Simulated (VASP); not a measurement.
# W (P6_3/mmc) in VASP: notebook, part 2 of 2

VASP 6.6.1. Earlier steps stand in the parts before.

## Step 3: Single point, PBE

This run uses another cell than the first one, of 16.52 Å³/atom.

Input file INCAR:

```
SYSTEM = W
PREC = Accurate
ENCUT = 520
EDIFF = 1E-6
ISMEAR = -1
SIGMA = 0.05
LREAL = .FALSE.
LASPH = .TRUE.
NELM = 60
ALGO = Normal
ISIF = 2
LWAVE = .FALSE.
LCHARG = .FALSE.
GGA = PE
NBANDS = 21
```

Input file KPOINTS:

```
regular mesh
0
G
  19 19 10
  0 0 0
```

Input file POSCAR:

```
W
1.0
    2.7764073753      0.0000000000      0.0000000000
   -1.3882036876      2.4044393182      0.0000000000
    0.0000000000      0.0000000000      4.9504099456
W
2
Direct
    0.3333333333      0.6666666667      0.2500000000
    0.6666666667      0.3333333333      0.7500000000
```

Potentials or basis: VASP PAW PBE potentials, release 64 (W_sv).

Command:

```bash
$ cat potpaw_PBE.64/W_sv/POTCAR > POTCAR
$ mpirun -np 1 vasp_std > vasp.out
```

OUTCAR:

```text
SYSTEM = W
   PREC = Accurate
   ENCUT = 520
   EDIFF = 1E-6
   ISMEAR = -1
   LREAL = .FALSE.
   LASPH = .TRUE.
   NELM = 60
   ISIF = 2
   GGA = PE

 ion  position               nearest neighbor table
   1  0.333  0.667  0.250-   2 2.95   2 2.95   2 2.95   2 2.95   2 2.95   2 2.95
   2  0.667  0.333  0.750-   1 2.95   1 2.95   1 2.95   1 2.95   1 2.95   1 2.95

  LATTYP: Found a hexagonal cell.
 ALAT       =     2.7764073753
 C/A-ratio  =     1.7830272278

  Lattice vectors:

 A1 = (   2.7764073753,   0.0000000000,   0.0000000000)
 A2 = (  -1.3882036876,   2.4044393182,   0.0000000000)
 A3 = (   0.0000000000,   0.0000000000,   4.9504099456)

Analysis of symmetry for initial positions (statically):
=====================================================================
 Subroutine PRICEL returns:
 Original cell was already a primitive cell.

 Routine SETGRP: Setting up the symmetry group for a
 hexagonal supercell.

 Subroutine GETGRP returns: Found 24 space group operations
 (whereof 12 operations were pure point group operations)
 out of a pool of 24 trial point group operations.

The static configuration has the point symmetry D_3d.
 The point group associated with its full space group is D_6h.

Analysis of symmetry for dynamics (positions and initial velocities):
=====================================================================
 Subroutine PRICEL returns:
 Original cell was already a primitive cell.

 Routine SETGRP: Setting up the symmetry group for a
 hexagonal supercell.

 Subroutine GETGRP returns: Found 24 space group operations
 (whereof 12 operations were pure point group operations)
 out of a pool of 24 trial point group operations.

The dynamic configuration has the point symmetry D_3d.
 The point group associated with its full space group is D_6h.

 Subroutine INISYM returns: Found 24 space group operations
 (whereof 12 operations are pure point group operations),
 and found     1 'primitive' translations

----------------------------------------------------------------------------------------

                                     Primitive cell

  volume of cell :      33.0475

  direct lattice vectors                    reciprocal lattice vectors
     2.776407375  0.000000000  0.000000000     0.360177692  0.207948687  0.000000000
    -1.388203688  2.404439318  0.000000000     0.000000000  0.415897375  0.000000000
     0.000000000  0.000000000  4.950409946     0.000000000  0.000000000  0.202003473

  length of vectors
     2.776407375  2.776407375  4.950409946     0.415897375  0.415897375  0.202003473

  position of ions in fractional coordinates (direct lattice)
     0.333333333  0.666666667  0.250000000
     0.666666667  0.333333333  0.750000000

  ion indices of the primitive-cell ions
   primitive index   ion index
                 1           1
                 2           2

----------------------------------------------------------------------------------------

 KPOINTS: regular mesh

Automatic generation of k-mesh.
 Grid dimensions read from file:
 generate k-points for:   19   19   10

 Generating k-lattice:

  Cartesian coordinates                     Fractional coordinates (reciprocal lattice)
     0.018956721  0.010944668  0.000000000     0.052631579  0.000000000  0.000000000
     0.000000000  0.021889336  0.000000000     0.000000000  0.052631579  0.000000000
     0.000000000  0.000000000  0.020200347     0.000000000  0.000000000  0.100000000

  Length of vectors
     0.021889336  0.021889336  0.020200347

  Shift w.r.t. Gamma in fractional coordinates (k-lattice)
     0.000000000  0.000000000  0.000000000

 Subroutine IBZKPT returns following result:
 ===========================================

 Found    240 irreducible k-points:

 Following reciprocal coordinates:
            Coordinates               Weight
  0.000000  0.000000  0.000000      1.000000
  0.052632 -0.000000  0.000000      6.000000
  0.105263 -0.000000  0.000000      6.000000
  0.157895 -0.000000  0.000000      6.000000
  0.210526  0.000000  0.000000      6.000000
  0.263158  0.000000  0.000000      6.000000
[... 16 lines left out ...]
  0.263158  0.105263  0.000000     12.000000
  0.315789  0.105263  0.000000     12.000000
 [... further k-points ...]
   k-points           NKPTS =    240   k-points in BZ     NKDIM =    240   number of bands    NBANDS=     21
   number of dos      NEDOS =    301   number of ions     NIONS =      2
   total plane-waves  NPLWV =  23040
   dimension x,y,z NGX =    24 NGY =   24 NGZ =   40
   dimension x,y,z NGXF=    48 NGYF=   48 NGZF=   80
   ions per type =               2
   NGX,Y,Z   is equivalent  to a cutoff of  14.37, 14.37, 13.43 a.u.
   NGXF,Y,Z  is equivalent  to a cutoff of  28.74, 28.74, 26.87 a.u.
 SYSTEM =  W
   PREC   = accura    normal or accurate (medium, high low for compatibility)
   ISTART =      0    job   : 0-new  1-cont  2-samecut
   ICHARG =      2    charge: 1-file 2-atom 10-const
   ISPIN  =      1    spin polarized calculation?
   LNONCOLLINEAR =      F non collinear calculations
   LSORBIT =      F    spin-orbit coupling
   LASPH  =      T    aspherical Exc in radial PAW
   ENCUT  =  520.0 eV  38.22 Ry    6.18 a.u.   5.16  5.16  9.20*2*pi/ulx,y,z
   NELM   =     60;   NELMIN=  2; NELMDL= -5     # of ELM steps
   EDIFF  = 0.1E-05   stopping-criterion for ELM
   LREAL  =      F    real-space projection
   EDIFFG = 0.1E-04   stopping-criterion for IOM
   NSW    =      0    number of steps for IOM
   IBRION =     -1    ionic relax: 0-MD 1-quasi-New 2-CG
   NFREE  =      0    steps in history (QN), initial steepest desc. (CG)
   ISIF   =      2    stress and relaxation
   ISYM   =      2    0-nonsym 1-usesym 2-fastsym
   POTIM  = 0.5000    time-step for ionic-motion
   TEBEG  =    0.0;   TEEND  =   0.0 temperature during run
   PSTRESS=    0.0 pullay stress
   NELECT =      28.0000    total number of electrons
   NUPDOWN=      -1.0000    fix difference up-down
   EMIN   =  10.00;   EMAX   =-10.00  energy-range for DOS
   EFERMI =   0.00;   METHOD = LEGACY
   ISMEAR =    -1;   SIGMA  =   0.05  broadening in eV -4-tet -1-fermi 0-gaus
   EFERMI_NEDOS =   21; number of points for ismear=-14 and -15
   IALGO  =     38    algorithm
   IMIX   =      4    mixing-type and parameters
     AMIX     =   0.40;   BMIX     =  1.00
     AMIX_MAG =   1.60;   BMIX_MAG =  1.00
  volume/ion in A,a.u.               =      16.52       111.51
  Fermi-wavevector in a.u.,A,eV,Ry     =   1.549107  2.927388 32.650348  2.399733
  Thomas-Fermi vector in A             =   2.653962
   LORBIT       =      0    0 simple, 1 ext, 2 COOP (PROOUT), +10 PAW based schemes
   GGA     = PE    functional components
   LHFCALC =     F    Hartree Fock is set to
   AEXX    =    0.0000 exact exchange contribution
   IVDW    =     0    specifies the selected vdW correction
   LEPSILON=     F    determine dielectric tensor
   LRPA    =     F    only Hartree local field effects (RPA)
 non-spin polarized calculation
  energy-cutoff  :      520.00
  volume of cell :       33.05
 maximum number of plane-waves:       902
 NGX is ok and might be reduce to    24
   NGX = 11   NGY = 11   NGZ = 19

 number of electron      28.0000002 magnetization

 Free energy of the ion-electron system (eV)
  ---------------------------------------------------
  ext. energy  EPLUGINS =         0.00000000
  ---------------------------------------------------
  free energy    TOTEN  =       -24.91749072 eV

  energy without entropy =      -24.90038450  energy(sigma->0) =      -24.90893761

 E-fermi :  10.4835     XC(G=0): -13.3890

 val. band max:       10.4820412200   @ k =   0.3684   0.1053   0.1000
 cond. band min:      10.4946545808   @ k =   0.2632   0.1579   0.0000
 fundamental gap:      0.0126133608
 Fermi energy:        10.4835292147

 k-point     1 :       0.0000    0.0000    0.0000
  band No.  band energies     occupation
      1     -63.2912      2.00000
      2     -63.2225      2.00000
      3     -27.9984      2.00000
      4     -27.1076      2.00000
      5     -26.9127      2.00000
      6     -26.9127      2.00000
[... 13 lines left out ...]
     20      14.7455      0.00000
     21      19.1987      0.00000
[... 529 lines left out ...]
 k-point    24 :       0.3158    0.1053    0.0000
  band No.  band energies     occupation
      1     -63.1863      2.00000
      2     -63.1539      2.00000
      3     -27.8488      2.00000
      4     -27.7488      2.00000
      5     -27.6205      2.00000
      6     -27.2269      2.00000
[... 13 lines left out ...]
     20      18.8114      0.00000
     21      20.9682      0.00000

 [... further k-points ...]

------------------------ aborting loop because EDIFF is reached ----------------------------------------

  FORCE on cell =-STRESS in cart. coord.  units (eV):
  Direction    XX          YY          ZZ          XY          YZ          ZX
  --------------------------------------------------------------------------------------
  -------------------------------------------------------------------------------------
  Total        0.0990230      0.0990230      0.0651061      0.0000000      0.0000000      0.0000000
  in kB        4.8007437      4.8007437      3.1564143      0.0000000      0.0000000      0.0000000
  external PRESSURE =       4.2526339 kB  Pullay stress =       0.0000000 kB

 VOLUME and BASIS-vectors are now :
 -----------------------------------------------------------------------------
  energy-cutoff  :      520.00
  volume of cell :       33.05
      direct lattice vectors                 reciprocal lattice vectors
     2.776407375  0.000000000  0.000000000     0.360177692  0.207948687  0.000000000
    -1.388203688  2.404439318  0.000000000     0.000000000  0.415897375  0.000000000
     0.000000000  0.000000000  4.950409946     0.000000000  0.000000000  0.202003473

 POSITION                                       TOTAL-FORCE (eV/Angst)
 -----------------------------------------------------------------------------------
     -0.00000      1.60296      1.23760        -0.000000      0.000000      0.000000
      1.38820      0.80148      3.71281         0.000000      0.000000      0.000000
 -----------------------------------------------------------------------------------
    total drift:                               -0.000000      0.000000     -0.000000

  FREE ENERGIE OF THE ION-ELECTRON SYSTEM (eV)
  ---------------------------------------------------
  free  energy   TOTEN  =       -24.9174907211 eV

  energy  without entropy=      -24.9003845015  energy(sigma->0) =      -24.90893761
```

stdout:

```text
POSCAR found type information on POSCAR W
 POSCAR found :  1 types and       2 ions
 scaLAPACK will be used
 LDA part: xc-table for (Slater+PW92), standard interpolation
 POSCAR, INCAR and KPOINTS ok, starting setup
 FFT: planning ... GRIDC
 FFT: planning ... GRID_SOFT
 FFT: planning ... GRID
 WAVECAR not read
 entering main loop
```

It took 68 s on 1 thread of AMD EPYC 9R45 (Zen 5), shared host; peak memory 0.23 GiB.

Results:

```yaml
Free_energy: -24.9175 eV
Pressure: 0.4 GPa
Band_gap_on_the_k_mesh: zero (bands 14 and 15 overlap by 1.74 eV)
```

Stress tensor (GPa, compression positive):
```
0.48 0.00 0.00
0.00 0.48 0.00
0.00 0.00 0.32
```

Caveat: spin-orbit coupling is left out, which moves the levels of the heavy elements.
